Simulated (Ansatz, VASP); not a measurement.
# HfB in VASP and in Ansatz

File INCAR:

```
PREC = Accurate
ENCUT = 520
EDIFF = 1E-6
ISMEAR = 0
SIGMA = 0.15
LREAL = False
LASPH = True
NELM = 80
ALGO = Normal
ISIF = 2
LWAVE = False
LCHARG = False
GGA = PS
NBANDS = 14
```

The input KPOINTS:

```
regular mesh
0
Gamma
  16 16 16
```

POSCAR

```
HfB
1.0
    0.0000000000      2.3936993068      2.3936993068
    2.2261403553      0.0000000000      2.3936993068
    2.2261403553      2.3936993068      0.0000000000
Hf B
1 1
Direct
    0.4990473968      0.5009526032      0.5009526032
    0.0157287926     -0.0157287926     -0.0157287926
```

Input for Ansatz:

```yaml
crystal:
  lattice:
    - [0.0, 2.3936993068, 2.3936993068]
    - [2.2261403553, 0.0, 2.3936993068]
    - [2.2261403553, 2.3936993068, 0.0]
  atoms:
    - { symbol: Hf, position: [0.4990473968, 0.5009526032, 0.5009526032] }
    - { symbol: B, position: [0.0157287926, -0.0157287926, -0.0157287926] }
basis:
  ecutwfc: 520.0
kpoints:
  mp_grid: { grid: [16, 16, 16] }
hamiltonian:
  xc: pbesol
  pseudopotentials: { kind: paw }
scf:
  occupations: { method: gaussian, width: 0.15 }
output:
  forces: true
  stress: true
  eigenvalues: true
  write_density: true
  write_potential: true
  elf: true
  volumetric_format: npy
```

Change from the starting cell: mode 4 frozen in at -0.075 Å, normal strain along x -0.0700.

Alike in both runs: task single point; functional PBEsol; k mesh 16 × 16 × 16; occupations gaussian, width 0.15 eV; no spin polarisation.

```csv
,VASP,Ansatz
version,VASP 6.6.1,Ansatz 0.2.0
potentials or method,"VASP PAW PBE potentials, release 64 (Hf_pv, B), cutoff 520 eV","scalar-relativistic, plane waves, PAW"
valence electrons in the cell,13,29
```

```tsv
	VASP	Ansatz	Ansatz less VASP
gap on the k mesh at the Fermi level (eV)	none	none	-
pressure (GPa)	18.1	17.2	-0.87
traceless stress, the component that is largest in VASP (GPa)	24.78	24.34	-0.434
rms of the force components (eV/Å)	0.727	0.719	-0.0081
```

VASP's potentials were made for PBE, not for PBEsol. Atom by atom the forces differ by 0.008 eV/Å (rms over components). A gap of «none» marks a metal or a gap that the smearing closes. VASP's potentials hold 13 valence electrons a cell and Ansatz's 29, so a difference there can come from the potentials and not from the codes.

Spin-orbit coupling is off throughout.
